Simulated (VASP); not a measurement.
A run of VASP 6.6.1:

INCAR

```
SYSTEM = TaCuN2
  PREC = Accurate
  ENCUT = 520
  EDIFF = 1E-8
  ISMEAR = -1
  SIGMA = 0.05
  LREAL = .FALSE.
  LASPH = .TRUE.
  NELM = 100
  ALGO = Normal
  ISIF = 2
  LWAVE = .FALSE.
  LCHARG = .FALSE.
  GGA = PS
  LEFG = .TRUE.
  NBANDS = 24
```

File KPOINTS:

```
Automatic mesh
0
G
  12 12 12
  0 0 0
```

File POSCAR:

```
TaCuN2
1.0
    1.5680009383      0.9052857638      5.9289234000
   -1.5680009383      0.9052857638      5.9289234000
    0.0000000000     -1.8105715276      5.9289234000
Ta Cu N
1 1 2
Direct
    0.5000000000      0.5000000000      0.5000000000
    0.0000000000      0.0000000000      0.0000000000
    0.1190000000      0.1190000000      0.1190000000
    0.8810000000      0.8810000000      0.8810000000
```

Potentials or basis: VASP PAW PBE potentials, release 64 (Ta_pv, Cu, N).

The run is started by

```console
$ cat potpaw_PBE.64/Ta_pv/POTCAR potpaw_PBE.64/Cu/POTCAR potpaw_PBE.64/N/POTCAR > POTCAR
$ mpirun -np 1 vasp_std > vasp.out
```

Hardware: 1 thread of Intel(R) Xeon(R) Platinum 8488C (Sapphire Rapids), on a shared host.

Task: How long does it take, and how much memory?

Result: It took 12 min on 1 thread of Intel(R) Xeon(R) Platinum 8488C (Sapphire Rapids), on a shared host, peak memory 0.49 GiB. Counts: scf iterations 19, k points 189.
